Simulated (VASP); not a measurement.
Set up this calculation in VASP 6.6.1, as the native input.

```
Task                   : single point
Functional             : PBEsol
Potentials or basis    : VASP PAW PBE potentials, release 64 (Pb_d)
Cutoff                 : 520 eV
k mesh                 : 9 × 9 × 5
Occupations            : fermi-dirac, width 0.05 eV
Spin                   : non-collinear spin, zero start, spin-orbit coupling
Starting moments       : [[0.0, 0.0, 0.0], [0.0, 0.0, 0.0]] μB
Dipole correction      : no
Further INCAR settings : ALGO = Normal; EDIFF = 1e-07; NBANDS = 40
```

The structure of Pb lies in POSCAR:

```
Pb
1.0
    3.4800000000      0.0000000000      0.0000000000
   -1.7400000000      3.0137684052      0.0000000000
    0.0000000000      0.0000000000      5.5900000000
Pb
2
Direct
    0.6666666667      0.3333333333      0.7500000000
    0.3333333333      0.6666666667      0.2500000000
```

This isn't the form of Pb at room conditions, which is fcc.

One way to write it, as run:

INCAR

```
PREC = Accurate
ENCUT = 520
EDIFF = 1E-7
ISMEAR = -1
SIGMA = 0.05
LREAL = F
LASPH = T
NELM = 150
ALGO = Normal
ISIF = 2
LWAVE = F
LCHARG = F
MAGMOM = 0 0 0 0 0 0
LORBIT = 11
LSORBIT = T
GGA_COMPAT = F
LORBMOM = T
GGA = PS
NBANDS = 40
```

KPOINTS

```
regular mesh
0
Gamma
  9 9 5
```

Potentials or basis: VASP PAW PBE potentials, release 64 (Pb_d).

Run with:

```console
$ cat potpaw_PBE.64/Pb_d/POTCAR > POTCAR
$ mpirun -np 1 vasp_ncl > vasp.out
```

It gave:

```json
{
  "Pressure": "1.4 GPa",
  "Net moment": "0.00 μB per cell",
  "Valence electrons inside the program's atomic spheres": "Pb 11.97"
}
```

Caveat: the PAW data sets were made with another functional, which shifts forces and pressure a little.

Wall time 3.7 min on 1 thread of Oxide Virtual Turin-like Processor, with other jobs on the host, peak memory 0.33 GiB.
